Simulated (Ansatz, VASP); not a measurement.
# One calculation of Ga2PtF6, two programs

Contents of INCAR:

```
PREC     = Accurate       # precision mode
ENCUT    = 600            # plane-wave cutoff, eV
EDIFF    = 1E-6           # SCF threshold, eV
ISMEAR   = 0              # smearing method
SIGMA    = 0.1            # smearing width, eV
LREAL    = False          # projectors in reciprocal space
LASPH    = True           # aspherical terms in the spheres
NELM     = 100            # most SCF steps
ALGO     = Normal         # electronic algorithm
ISIF     = 3              # what is computed and relaxed
LWAVE    = False          # write WAVECAR
LCHARG   = False          # write CHGCAR
GGA      = PE             # functional
IBRION   = 2              # ionic algorithm
NSW      = 100            # ionic steps
EDIFFG   = -0.01          # ionic threshold
```

File KPOINTS:

```
regular mesh
0
Gamma
  8 8 8
```

POSCAR

```
Ga2PtF6
1.0
    0.0000000000      3.9552216931      3.9552216931
    3.9552216931      0.0000000000      3.9552216931
    3.9552216931      3.9552216931      0.0000000000
Ga Pt F
2 1 6
Direct
    0.7500000000      0.7500000000      0.7500000000
    0.2500000000      0.2500000000      0.2500000000
    0.0000000000      0.0000000000      0.0000000000
    0.5000000000      0.0000000000      0.0000000000
    0.0000000000      0.5000000000      0.5000000000
    0.0000000000      0.5000000000      0.0000000000
    0.5000000000      0.0000000000      0.5000000000
    0.0000000000      0.0000000000      0.5000000000
    0.5000000000      0.5000000000      0.0000000000
```

Input for Ansatz:

```yaml
crystal:
  lattice:
    - [0.0, 3.9552216931, 3.9552216931]
    - [3.9552216931, 0.0, 3.9552216931]
    - [3.9552216931, 3.9552216931, 0.0]
  atoms:
    - { symbol: Ga, position: [0.75, 0.75, 0.75] }
    - { symbol: Ga, position: [0.25, 0.25, 0.25] }
    - { symbol: Pt, position: [0.0, 0.0, 0.0] }
    - { symbol: F, position: [0.5, 0.0, 0.0] }
    - { symbol: F, position: [0.0, 0.5, 0.5] }
    - { symbol: F, position: [0.0, 0.5, 0.0] }
    - { symbol: F, position: [0.5, 0.0, 0.5] }
    - { symbol: F, position: [0.0, 0.0, 0.5] }
    - { symbol: F, position: [0.5, 0.5, 0.0] }
basis:
  ecutwfc: 420
kpoints:
  mp_grid: { grid: [8, 8, 8] }
hamiltonian:
  xc: pbe
scf:
  occupations: { method: gaussian, width: 0.1 }
output:
  forces: true
  stress: true
  eigenvalues: true
  write_density: true
  write_potential: true
  elf: true
  volumetric_format: npy
relax:
  adjacent_minimum: "off"
  f_tol: 0.01
  max_steps: 80
  cell: { stress_tol: 0.05 }
```

Change from the starting cell: ordered vacancies on the A sites of perovskite (Fm-3m, No. 225).

Alike in both runs: task relaxation of cell and atoms; functional PBE; k mesh 8 × 8 × 8; occupations gaussian, width 0.1 eV; no spin polarisation.

|  | VASP | Ansatz |
| --- | --- | --- |
| version | VASP 6.6.1 | Ansatz 0.2.0 |
| potentials or method | VASP PAW PBE potentials, release 64 (Ga_d, Pt, F), cutoff 600 eV | scalar-relativistic, plane waves, PAW |
| valence electrons in the cell | 78 | 86 |

|  | VASP | Ansatz | Ansatz less VASP |
| --- | --- | --- | --- |
| gap on the k mesh at the Fermi level, each at its own relaxed structure (eV) | none | none | - |
| relaxed volume (Å³/atom) | 13.83 | 13.77 | -0.058 |
| relaxed length of the cell vector where the two differ most in proportion (Å) | 5.604 | 5.596 | -0.0078 |

A gap of «none» marks a metal or a gap that the smearing closes. VASP's potentials hold 78 valence electrons a cell and Ansatz's 86, so a difference there can come from the potentials and not from the codes.

Spin-orbit coupling is off throughout.
